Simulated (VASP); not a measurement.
Write the native input for VASP 6.6.1 that does the following.

```
Task                   : single point
Functional             : PBE
Potentials or basis    : VASP PAW PBE potentials, release 64 (Ti_sv)
Cutoff                 : 520 eV
k mesh                 : 24 × 24 × 14
Occupations            : gaussian, width 0.15 eV
Spin                   : no spin polarisation
Dipole correction      : no
Further INCAR settings : ALGO = Fast; EDIFF = 1e-06; NBANDS = 19
```

The structure of Ti lies in POSCAR:

```
Ti
1.0
    2.8209197388      0.0000000000      0.0000000000
   -1.4104598694      2.4429881559      0.0000000000
    0.0000000000      0.0000000000      4.8366593752
Ti
2
Direct
    0.3333333333      0.6666666667      0.2500000000
    0.6666666667      0.3333333333      0.7500000000
```

This cell differs from its parent crystal: strain -0.040 along x and y, +0.040 along z.

One way to write it, as run:

INCAR

```
SYSTEM = Ti
PREC     = Accurate       ! precision mode
ENCUT    = 520            ! plane-wave cutoff, eV
EDIFF    = 1E-6           ! SCF threshold, eV
ISMEAR   = 0              ! smearing method
SIGMA    = 0.15           ! smearing width, eV
LREAL    = .False.        ! projectors in reciprocal space
LASPH    = .True.         ! aspherical terms in the spheres
NELM     = 80             ! most SCF steps
ALGO     = Fast           ! electronic algorithm
ISIF     = 2              ! what is computed and relaxed
LWAVE    = .False.        ! write WAVECAR
LCHARG   = .False.        ! write CHGCAR
GGA      = PE             ! functional
NBANDS   = 19             ! bands
```

KPOINTS

```
regular mesh
0
Gamma
  24 24 14
  0 0 0
```

Potentials or basis: VASP PAW PBE potentials, release 64 (Ti_sv).

The run is started by

```sh
$ cat potpaw_PBE.64/Ti_sv/POTCAR > POTCAR
$ mpirun -np 1 vasp_std > vasp.out
```

Results of the run:

```
Pressure               : 4.7 GPa
Band gap on the k mesh : zero (bands 12 and 13 overlap by 0.70 eV)
```

Caveat: the cell differs from its parent crystal (strain -0.040 along x and y, +0.040 along z); the cell stands under pressure.

Run time: 8.1 min on 1 thread of AMD EPYC 9R45 96-Core Processor (Zen 5), with other jobs on the host, peak memory 0.32 GiB.
